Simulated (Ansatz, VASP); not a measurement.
Two plane-wave programs on Zn

File INCAR:

```
SYSTEM = Zn
ALGO = Normal
EDIFF = 1E-7
ENCUT = 520
GGA = CA
ISIF = 2
ISMEAR = -1
LASPH = .True.
LCHARG = .False.
LREAL = .False.
LWAVE = .False.
NBANDS = 19
NELM = 60
PREC = Accurate
SIGMA = 0.1
```

File KPOINTS:

```
k-points
0
Gamma
  11 11 11
  0 0 0
```

The input POSCAR:

```
Zn
1.0
    0.0000000000      2.6985497848      2.6985497848
    2.6985497848      0.0000000000      2.6985497848
    2.6985497848      2.6985497848      0.0000000000
Zn
2
Direct
    0.1250000000      0.1250000000      0.1250000000
    0.8750000000      0.8750000000      0.8750000000
```

Input for Ansatz:

```yaml
crystal:
  lattice:
    - [0.0, 2.6985497848, 2.6985497848]
    - [2.6985497848, 0.0, 2.6985497848]
    - [2.6985497848, 2.6985497848, 0.0]
  atoms:
    - { symbol: Zn, position: [0.125, 0.125, 0.125] }
    - { symbol: Zn, position: [0.875, 0.875, 0.875] }
hamiltonian:
  xc: lda
  pseudopotentials:
    kind: paw
    azcp:
      Zn: "pseudopotentials/Zn.paw.azcp"
basis:
  ecutwfc: 420
  fft_grid_basis: typed
kpoints:
  mp_grid: { grid: [11, 11, 11], shift: [0, 0, 0] }
magnetization:
  spin_polarized: false
scf:
  occupations: { method: fermi_dirac, width: 0.1 }
  lower_state_search: "off"
output:
  stress: true
```

Alike in both runs: task single point; functional LDA; k mesh 11 × 11 × 11; occupations fermi-dirac, width 0.1 eV; no spin polarisation.

|  | VASP | Ansatz |
| --- | --- | --- |
| version | VASP 6.6.1 | Ansatz 0.2.0 |
| potentials or method | VASP PAW LDA potentials, release 64 (Zn), cutoff 520 eV | plane waves (420 eV) with PAW, scalar-relativistic |
| valence electrons in the cell | 24 | 24 |

Ansatz gave:

```
pressure (GPa) : 4.4
```

Problem. Which values does VASP return?

Solution. Pressure (GPa): 4.9.

Ansatz warns that its potentials were made for another functional, while VASP's fit it. LDA's correlation is that of Perdew and Zunger in VASP and of Perdew and Wang (1992) in Ansatz.
